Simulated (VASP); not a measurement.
TiSn3O8: single point with PBE

Crystal: TiSn3O8.

```
Ti Sn O
1.0
    -3.17743   -3.37838    3.38371
    -3.17743    3.37838   -3.38371
     3.17743   -3.37838   -3.38371
Ti Sn O
1 3 8
Direct
  0.00000 0.00000 0.00000
  0.50000 0.50000 0.00000
  0.25118 0.75118 0.50000
  0.74882 0.24882 0.50000
  0.29973 0.00000 0.29973
  0.80399 0.50000 0.30399
  0.23781 0.04836 0.81055
  0.76219 0.57273 0.81055
  0.70027 0.00000 0.70027
  0.19601 0.50000 0.69601
  0.23781 0.42727 0.18945
  0.76219 0.95164 0.18945
```

- Program: VASP 6.6.1
- Task: single point
- Functional: PBE
- Potentials or basis: VASP PAW PBE potentials, release 64 (Ti_sv, Sn_d, O)
- Cutoff: 520 eV
- k mesh: 4 × 4 × 4
- Occupations: gaussian, width 0.1 eV
- Spin: no spin polarisation
- Dipole correction: no
- Further INCAR settings: ALGO = Normal; EDIFF = 1e-06; NBANDS = 63

```
Pressure               : 0.6 GPa
Largest force          : 0.023 eV/Å
Band gap on the k mesh : 1.71 eV
```

Forces on the atoms (eV/Å):
```
Ti   0.000  0.000  0.000
Sn   0.000  0.000  0.000
Sn  -0.002  0.000  0.000
Sn   0.002  0.000  0.000
O    0.000  0.023  0.000
O    0.000  0.015  0.000
O    0.004  0.000  0.014
O   -0.004  0.000  0.014
O    0.000 -0.023  0.000
O    0.000 -0.015  0.000
O    0.004  0.000 -0.014
O   -0.004  0.000 -0.014
```

Stress tensor (GPa, compression positive):
```
0.79 0.00 0.00
0.00 0.52 0.00
0.00 0.00 0.50
```

Levels at points of the mesh, in eV from the valence-band top:
```tsv
k point	band 47	band 48	band 49	band 50	band 51	band 52	band 53	band 54	band 55	band 56
(0.00, 0.00, 0.00)	-0.83	-0.76	-0.67	-0.66	0.00	1.71	2.22	2.87	2.89	4.73
(0.50, 0.00, 0.00)	-1.08	-1.04	-0.80	-0.64	-0.49	2.30	2.86	2.88	4.46	4.72
(0.00, 0.50, 0.00)	-1.01	-0.81	-0.72	-0.48	-0.47	2.61	2.81	3.16	3.57	4.12
(0.50, 0.50, 0.00)	-1.05	-1.00	-0.81	-0.70	-0.59	2.29	2.81	2.87	4.24	4.86
(0.50, 0.50, 0.50)	-1.52	-1.24	-1.21	-1.16	-0.83	1.82	3.11	3.18	3.18	5.32
```

Wall time 8.2 min on 1 thread of Intel Xeon 8259CL (shared host), peak memory 0.4 GiB.

Caveat: spin-orbit coupling is left out, which moves the levels of the heavy elements. A k mesh can miss the band edges.
